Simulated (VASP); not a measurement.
Set up this calculation in VASP 6.6.1, as the native input.

- Task: single point
- Functional: PBE
- Potentials or basis: VASP PAW PBE potentials, release 64 (Si, B, N)
- Cutoff: 520 eV
- k mesh: 16 × 16 × 12
- Occupations: gaussian, width 0.1 eV
- Spin: no spin polarisation
- Dipole correction: no
- Further INCAR settings: ALGO = Normal; EDIFF = 1e-06; NBANDS = 16

The structure of Si2BN lies in POSCAR:

```
Si2BN
1.0
    3.0083800973      0.0000000000      0.0000000000
    0.0000000000      3.0083800973      0.0000000000
    0.0000000000      0.0000000000      4.0876982445
Si B N
2 1 1
Direct
    0.5000000000      0.5000000000      0.5000000000
    0.0000000000      0.0000000000      0.0000000000
    0.0000000000      0.0000000000      0.5000000000
    0.5000000000      0.5000000000      0.0000000000
```

These files were run (other wordings do the same):

INCAR

```
PREC = Accurate
ENCUT = 520
EDIFF = 1E-6
ISMEAR = 0
SIGMA = 0.1
LREAL = F
LASPH = T
NELM = 100
ALGO = Normal
ISIF = 2
LWAVE = F
LCHARG = T
GGA = PE
LELF = T
LVHAR = T
NBANDS = 16
```

KPOINTS

```
regular mesh
0
Gamma
  16 16 12
```

Potentials or basis: VASP PAW PBE potentials, release 64 (Si, B, N).

The run is started by

```sh
$ cat potpaw_PBE.64/Si/POTCAR potpaw_PBE.64/B/POTCAR potpaw_PBE.64/N/POTCAR > POTCAR
$ mpirun -np 1 vasp_std > vasp.out
```

Results of the run:

```
Pressure               : 0.1 GPa
Band gap on the k mesh : zero (band 8 reaches 11.91 eV, above the bottom of band 9 at 8.09 eV)
```

It took 110 s on 1 thread of Intel Xeon 6975P-C (shared host), peak memory 0.28 GiB.
